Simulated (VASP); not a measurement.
# Sb (I4/mcm) in VASP: single point with PBEsol

Aim: the single point of Sb with PBEsol.

All numbers are computed with VASP 6.6.1; they aren't measurements. Logs are shortened: lines on timing, memory, paths and dates and some standing lists are left out, and cuts for length are marked.

## Step 1: The cell of the first run

It takes space group I4/mcm (No. 140, tetragonal). The conventional cell has a = 8.018 Å, b = 8.018 Å, c = 4.037 Å, α = 90.00°, β = 90.00°, γ = 90.00°. Sb (site symmetry m2m) has 7 Sb at 3.03 to 3.42 Å within 4.0 Å.

## Step 2: Single point, PBEsol

File INCAR:

```
  PREC = Accurate
  ENCUT = 520
  EDIFF = 1E-6
  ISMEAR = 0
  SIGMA = 0.1
  LREAL = F
  LASPH = T
  NELM = 60
  ALGO = Normal
  ISIF = 2
  LWAVE = F
  LCHARG = T
  GGA = PS
  LELF = T
  LVHAR = T
  NBANDS = 18
```

File KPOINTS:

```
regular mesh
0
Gamma
  12 12 12
```

File POSCAR:

```
Sb
1.0
   -4.0090002623      4.0090002623      2.0182810798
    4.0090002623     -4.0090002623      2.0182810798
    4.0090002623      4.0090002623     -2.0182810798
Sb
4
Direct
    0.3493719148      0.1506280852      0.5000000000
    0.8493719148      0.3493719148      0.1987438297
    0.6506280852      0.8493719148      0.5000000000
    0.1506280852      0.6506280852      0.8012561703
```

Potentials or basis: VASP PAW PBE potentials, release 64 (Sb).

Launch:

```console
$ cat potpaw_PBE.64/Sb/POTCAR > POTCAR
$ mpirun -np 1 vasp_std > vasp.out
```

OUTCAR:

```text
PREC = Accurate
   ENCUT = 520
   EDIFF = 1E-6
   ISMEAR = 0
   LREAL = F
   LASPH = T
   NELM = 60
   ISIF = 2
   GGA = PS

 ion  position               nearest neighbor table
   1  0.349  0.151  0.500-   3 3.03   3 3.03   4 3.15   2 3.15   4 3.15   2 3.15   3 3.42
   2  0.849  0.349  0.199-   4 3.03   4 3.03   1 3.15   3 3.15   3 3.15   1 3.15   4 3.42
   3  0.651  0.849  0.500-   1 3.03   1 3.03   2 3.15   4 3.15   4 3.15   2 3.15   1 3.42
   4  0.151  0.651  0.801-   2 3.03   2 3.03   1 3.15   3 3.15   1 3.15   3 3.15   2 3.42

  LATTYP: Found a body centered tetragonal cell.
 ALAT       =     8.0180005246
 C/A-ratio  =     0.5034375026

  Lattice vectors:

 A1 = (  -4.0090002623,   4.0090002623,   2.0182810798)
 A2 = (   4.0090002623,  -4.0090002623,   2.0182810798)
 A3 = (   4.0090002623,   4.0090002623,  -2.0182810798)

Analysis of symmetry for initial positions (statically):
=====================================================================
 Subroutine PRICEL returns:
 Original cell was already a primitive cell.

 Routine SETGRP: Setting up the symmetry group for a
 body centered tetragonal supercell.

 Subroutine GETGRP returns: Found 16 space group operations
 (whereof  8 operations were pure point group operations)
 out of a pool of 16 trial point group operations.

The static configuration has the point symmetry C_4h.
 The point group associated with its full space group is D_4h.

Analysis of symmetry for dynamics (positions and initial velocities):
=====================================================================
 Subroutine PRICEL returns:
 Original cell was already a primitive cell.

 Routine SETGRP: Setting up the symmetry group for a
 body centered tetragonal supercell.

 Subroutine GETGRP returns: Found 16 space group operations
 (whereof  8 operations were pure point group operations)
 out of a pool of 16 trial point group operations.

The dynamic configuration has the point symmetry C_4h.
 The point group associated with its full space group is D_4h.

 Subroutine INISYM returns: Found 16 space group operations
 (whereof  8 operations are pure point group operations),
 and found     1 'primitive' translations

----------------------------------------------------------------------------------------

                                     Primitive cell

  volume of cell :     129.7519

  direct lattice vectors                    reciprocal lattice vectors
    -4.009000262  4.009000262  2.018281080     0.000000000  0.124719373  0.247735563
     4.009000262 -4.009000262  2.018281080     0.124719373  0.000000000  0.247735563
     4.009000262  4.009000262 -2.018281080     0.124719373  0.124719373  0.000000000

  length of vectors
     6.018108068  6.018108068  6.018108068     0.277358669  0.277358669  0.176379829

  position of ions in fractional coordinates (direct lattice)
     0.349371915  0.150628085  0.500000000
     0.849371915  0.349371915  0.198743830
     0.650628085  0.849371915  0.500000000
     0.150628085  0.650628085  0.801256170

  ion indices of the primitive-cell ions
   primitive index   ion index
                 1           1
                 2           2
                 3           3
                 4           4

----------------------------------------------------------------------------------------

 KPOINTS: regular mesh

Automatic generation of k-mesh.
 Grid dimensions read from file:
 generate k-points for:   12   12   12

 Generating k-lattice:

  Cartesian coordinates                     Fractional coordinates (reciprocal lattice)
     0.000000000  0.010393281  0.020644630     0.083333333  0.000000000  0.000000000
     0.010393281  0.000000000  0.020644630     0.000000000  0.083333333  0.000000000
     0.010393281  0.010393281  0.000000000     0.000000000  0.000000000  0.083333333

  Length of vectors
     0.023113222  0.023113222  0.014698319

  Shift w.r.t. Gamma in fractional coordinates (k-lattice)
     0.000000000  0.000000000  0.000000000

 Subroutine IBZKPT returns following result:
 ===========================================

 Found    163 irreducible k-points:

 Following reciprocal coordinates:
            Coordinates               Weight
  0.000000  0.000000  0.000000      1.000000
  0.083333  0.000000  0.000000      8.000000
  0.166667 -0.000000  0.000000      8.000000
  0.250000  0.000000 -0.000000      8.000000
  0.333333  0.000000  0.000000      8.000000
  0.416667 -0.000000  0.000000      8.000000
[... 16 lines left out ...]
  0.500000  0.166667 -0.000000     16.000000
 -0.416667  0.166667  0.000000     16.000000
 [... further k-points ...]
   k-points           NKPTS =    163   k-points in BZ     NKDIM =    163   number of bands    NBANDS=     18
   number of dos      NEDOS =    301   number of ions     NIONS =      4
   total plane-waves  NPLWV = 110592
   dimension x,y,z NGX =    48 NGY =   48 NGZ =   48
   dimension x,y,z NGXF=    96 NGYF=   96 NGZF=   96
   ions per type =               4
   NGX,Y,Z   is equivalent  to a cutoff of  13.26, 13.26, 13.26 a.u.
   NGXF,Y,Z  is equivalent  to a cutoff of  26.52, 26.52, 26.52 a.u.
 SYSTEM =  unknown system
   PREC   = accura    normal or accurate (medium, high low for compatibility)
   ISTART =      0    job   : 0-new  1-cont  2-samecut
   ICHARG =      2    charge: 1-file 2-atom 10-const
   ISPIN  =      1    spin polarized calculation?
   LNONCOLLINEAR =      F non collinear calculations
   LSORBIT =      F    spin-orbit coupling
   LASPH  =      T    aspherical Exc in radial PAW
   ENCUT  =  520.0 eV  38.22 Ry    6.18 a.u.  11.19 11.19 11.19*2*pi/ulx,y,z
   NELM   =     60;   NELMIN=  2; NELMDL= -5     # of ELM steps
   EDIFF  = 0.1E-05   stopping-criterion for ELM
   LREAL  =      F    real-space projection
   EDIFFG = 0.1E-04   stopping-criterion for IOM
   NSW    =      0    number of steps for IOM
   IBRION =     -1    ionic relax: 0-MD 1-quasi-New 2-CG
   NFREE  =      0    steps in history (QN), initial steepest desc. (CG)
   ISIF   =      2    stress and relaxation
   ISYM   =      2    0-nonsym 1-usesym 2-fastsym
   POTIM  = 0.5000    time-step for ionic-motion
   TEBEG  =    0.0;   TEEND  =   0.0 temperature during run
   PSTRESS=    0.0 pullay stress
   NELECT =      20.0000    total number of electrons
   NUPDOWN=      -1.0000    fix difference up-down
   EMIN   =  10.00;   EMAX   =-10.00  energy-range for DOS
   EFERMI =   0.00;   METHOD = LEGACY
   ISMEAR =     0;   SIGMA  =   0.10  broadening in eV -4-tet -1-fermi 0-gaus
   EFERMI_NEDOS =   21; number of points for ismear=-14 and -15
   IALGO  =     38    algorithm
   IMIX   =      4    mixing-type and parameters
     AMIX     =   0.40;   BMIX     =  1.00
     AMIX_MAG =   1.60;   BMIX_MAG =  1.00
  volume/ion in A,a.u.               =      32.44       218.90
  Fermi-wavevector in a.u.,A,eV,Ry     =   0.877769  1.658743 10.482995  0.770478
  Thomas-Fermi vector in A             =   1.997763
   LORBIT       =      0    0 simple, 1 ext, 2 COOP (PROOUT), +10 PAW based schemes
   GGA     = PS    functional components
   LHFCALC =     F    Hartree Fock is set to
   AEXX    =    0.0000 exact exchange contribution
   IVDW    =     0    specifies the selected vdW correction
   LEPSILON=     F    determine dielectric tensor
   LRPA    =     F    only Hartree local field effects (RPA)
 non-spin polarized calculation
 Gauss-broadening in eV      SIGMA  =   0.10
  energy-cutoff  :      520.00
  volume of cell :      129.75
 maximum number of plane-waves:      3524
 NGX is ok and might be reduce to    48
   NGX = 23   NGY = 23   NGZ = 23

 number of electron      20.0000001 magnetization

 Free energy of the ion-electron system (eV)
  ---------------------------------------------------
  ext. energy  EPLUGINS =         0.00000000
  ---------------------------------------------------
  free energy    TOTEN  =       -17.19822606 eV

  energy without entropy =      -17.18457667  energy(sigma->0) =      -17.19140136

 E-fermi :   6.1592     XC(G=0):  -9.1758

 val. band max:        6.1511924885   @ k =   0.3333   0.2500   0.0833
 cond. band min:       6.1648371637   @ k =   0.3333   0.2500  -0.0000
 fundamental gap:      0.0136446752
 Fermi energy:         6.1591508881

 k-point     1 :       0.0000    0.0000    0.0000
  band No.  band energies     occupation
      1      -6.5023      2.00000
      2      -3.0086      2.00000
      3      -1.8380      2.00000
      4      -1.8380      2.00000
      5       1.2420      2.00000
      6       4.5201      2.00000
[... 10 lines left out ...]
     17      11.9530      0.00000
     18      12.8102      0.00000

 k-point     2 :       0.0833    0.0000    0.0000
  band No.  band energies     occupation
      1      -6.4253      2.00000
      2      -3.0382      2.00000
      3      -1.8607      2.00000
      4      -1.7250      2.00000
      5       1.3732      2.00000
      6       3.7701      2.00000
[... 10 lines left out ...]
     17      11.5281      0.00000
     18      12.8742      0.00000

 k-point     3 :       0.1667   -0.0000    0.0000
  band No.  band energies     occupation
      1      -6.1948      2.00000
      2      -3.0738      2.00000
      3      -1.9177      2.00000
      4      -1.5067      2.00000
      5       1.7194      2.00000
      6       2.5122      2.00000
[... 10 lines left out ...]
     17      10.7147      0.00000
     18      12.2796      0.00000

 k-point     4 :       0.2500    0.0000   -0.0000
  band No.  band energies     occupation
      1      -5.8124      2.00000
      2      -3.0496      2.00000
      3      -1.9951      2.00000
      4      -1.5090      2.00000
      5       1.7537      2.00000
      6       1.8835      2.00000
[... 10 lines left out ...]
     17      10.9441      0.00000
     18      12.6891      0.00000

 k-point     5 :       0.3333    0.0000    0.0000
  band No.  band energies     occupation
      1      -5.2823      2.00000
      2      -2.9541      2.00000
      3      -2.1004      2.00000
      4      -2.0239      2.00000
      5       1.4309      2.00000
      6       1.5764      2.00000
[... 10 lines left out ...]
     17      11.4472      0.00000
     18      12.9601      0.00000

 k-point     6 :       0.4167   -0.0000    0.0000
  band No.  band energies     occupation
      1      -4.6132      2.00000
      2      -3.0392      2.00000
      3      -2.5976      2.00000
      4      -2.2563      2.00000
      5       1.1108      2.00000
      6       1.2884      2.00000
[... 10 lines left out ...]
     17      11.7490      0.00000
     18      12.2031      0.00000

 k-point     7 :       0.5000    0.0000   -0.0000
  band No.  band energies     occupation
      1      -3.8278      2.00000
      2      -3.8278      2.00000
      3      -2.4595      2.00000
      4      -2.4595      2.00000
      5       1.0745      2.00000
      6       1.0745      2.00000
[... 10 lines left out ...]
     17      11.7452      0.00000
     18      11.7452      0.00000

 k-point     8 :       0.0833    0.0833    0.0000
  band No.  band energies     occupation
      1      -6.2199      2.00000
      2      -2.9819      2.00000
      3      -1.7451      2.00000
      4      -1.7025      2.00000
      5       1.6246      2.00000
      6       2.5802      2.00000
[... 10 lines left out ...]
     17      10.7617      0.00000
     18      12.3982      0.00000
[... 229 lines left out ...]
     17      11.0076      0.00000
     18      12.7905      0.00000

 k-point    20 :       0.2500    0.1667    0.0000
  band No.  band energies     occupation
      1      -4.7550      2.00000
      2      -2.9104      2.00000
      3      -2.4643      2.00000
      4      -2.1489      2.00000
      5       1.0330      2.00000
      6       1.5238      2.00000
[... 10 lines left out ...]
     17      11.7422      0.00000
     18      12.2205      0.00000

 k-point    21 :       0.3333    0.1667    0.0000
  band No.  band energies     occupation
      1      -4.0003      2.00000
      2      -3.5811      2.00000
      3      -2.5925      2.00000
      4      -2.4454      2.00000
      5       0.9149      2.00000
      6       1.6748      2.00000
[... 10 lines left out ...]
     17      11.8500      0.00000
     18      12.2207      0.00000

 k-point    22 :       0.4167    0.1667    0.0000
  band No.  band energies     occupation
      1      -4.3437      2.00000
      2      -3.1825      2.00000
      3      -2.9723      2.00000
      4      -2.3324      2.00000
      5       1.0151      2.00000
      6       2.0346      2.00000
[... 10 lines left out ...]
     17      11.9394      0.00000
     18      12.2737      0.00000

 k-point    23 :       0.5000    0.1667   -0.0000
  band No.  band energies     occupation
      1      -5.0252      2.00000
      2      -3.3540      2.00000
      3      -2.3702      2.00000
      4      -2.1030      2.00000
      5       1.3341      2.00000
      6       2.4282      2.00000
[... 10 lines left out ...]
     17      11.8328      0.00000
     18      12.7303      0.00000

 k-point    24 :      -0.4167    0.1667    0.0000
  band No.  band energies     occupation
      1      -5.5847      2.00000
      2      -3.5667      2.00000
      3      -2.2013      2.00000
      4      -1.4434      2.00000
      5       1.5936      2.00000
      6       2.4239      2.00000
[... 10 lines left out ...]
     17      11.4322      0.00000
     18      12.5062      0.00000

 [... further k-points ...]
[... 5 lines left out ...]
  --------------------------------------------------------------------------------------
  -------------------------------------------------------------------------------------
  Total        0.0412580      0.0412580      0.0917768      0.0000000      0.0000000     -0.0000000
  in kB        0.5094539      0.5094539      1.1332598      0.0000000      0.0000000     -0.0000000
  external PRESSURE =       0.7173892 kB  Pullay stress =       0.0000000 kB

 VOLUME and BASIS-vectors are now :
 -----------------------------------------------------------------------------
  energy-cutoff  :      520.00
  volume of cell :      129.75
      direct lattice vectors                 reciprocal lattice vectors
    -4.009000262  4.009000262  2.018281080     0.000000000  0.124719373  0.247735563
     4.009000262 -4.009000262  2.018281080     0.124719373  0.000000000  0.247735563
     4.009000262  4.009000262 -2.018281080     0.124719373  0.124719373  0.000000000

 POSITION                                       TOTAL-FORCE (eV/Angst)
 -----------------------------------------------------------------------------------
      1.20774      2.80126      0.00000        -0.008634      0.008634     -0.000000
     -1.20774      2.80126      2.01828         0.008634      0.008634     -0.000000
      2.80126      1.20774      2.01828         0.008634     -0.008634     -0.000000
      5.21674      1.20774      0.00000        -0.008634     -0.008634      0.000000
 -----------------------------------------------------------------------------------
    total drift:                               -0.000000      0.000000      0.000000

  FREE ENERGIE OF THE ION-ELECTRON SYSTEM (eV)
  ---------------------------------------------------
  free  energy   TOTEN  =       -17.1982260554 eV

  energy  without entropy=      -17.1845766737  energy(sigma->0) =      -17.19140136
```

Run time: 2.5 min. Hardware: 1 thread of Intel Xeon 6975P-C (Granite Rapids), shared host; peak memory 0.5 GiB.

Results:

- Free energy: -17.1982 eV
- Pressure: 0.1 GPa
- Largest force: 0.012 eV/Å
- Band gap on the k mesh: zero (band 10 reaches 6.97 eV, above the bottom of band 11 at 5.19 eV)

Forces on the atoms (eV/Å):
```
Sb  -0.009  0.009  0.000
Sb   0.009  0.009  0.000
Sb   0.009 -0.009  0.000
Sb  -0.009 -0.009  0.000
```

Caveat: the PAW data sets were made with another functional, which shifts forces and pressure a little; spin-orbit coupling is left out, which moves the levels of the heavy elements.
